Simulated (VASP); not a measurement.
The system is Re.

```xyz
2
Lattice="2.8149 0.0000 0.0000 -1.4075 2.4378 0.0000 0.0000 0.0000 4.5456" Properties=species:S:1:pos:R:3 pbc="T T T"
Re    1.4075    0.8126    3.4092
Re    0.0000    1.6252    1.1364
```

Base run:

- Program: VASP 6.6.1
- Functional: RPBE
- Dispersion: D4
- Potentials or basis: VASP PAW PBE potentials, release 64 (Re)
- Cutoff: 520 eV
- k mesh: 11 × 11 × 6
- Occupations: fermi-dirac, width 0.05 eV
- Spin: no spin polarisation

Its results: band gap on the k mesh zero (bands 7 and 8 overlap by 2.74 eV); pressure -22.7 GPa.

Problem. The run is repeated on the same cell with these changes: functional from RPBE to r2SCAN. What comes out?

Solution. Band gap on the k mesh zero (bands 7 and 8 overlap by 2.77 eV); pressure -22.3 GPa.

Caveats: the cell stands under tension; the PAW data sets were made with another functional, which shifts forces and pressure a little; spin-orbit coupling is left out, which moves the levels of the heavy elements; the dispersion term is far too large for a dense solid, which distorts pressure and volume (at least some runs).
